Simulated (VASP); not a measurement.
Runs of VASP 6.6.1 on Ti3Al. The structure is that of space group Fm-3m (No. 225), or close to it. The cells are those of the table. 

```csv
task,cell,cutoff (eV),gap on the mesh (eV),pressure (GPa)
single point,"a = 4.502 Å, angles 60.0°, 4 atoms",520,none,-0.1
relaxation of cell and atoms,"relaxed from a = 4.502 Å, angles 60.0°, 4 atoms",600,none,0.1
single point,"a = 4.487 Å, angles 60.0°, 4 atoms",520,none,1.1
single point,"a = 4.517 Å, angles 60.0°, 4 atoms",520,none,(a)
```

Alike in all rows: level PBEsol; potentials or basis VASP PAW PBE potentials, release 64 (Al, Ti_sv); no spin polarisation; k mesh 6 × 6 × 6; smearing methfessel-paxton 0.1 eV.

Question: Fill in the values left out.

Answer: (a) -1.3.

Caveats: the PAW data sets were made with another functional, which shifts forces and pressure a little.

A gap of «none» marks levels without a gap at the run's occupations.
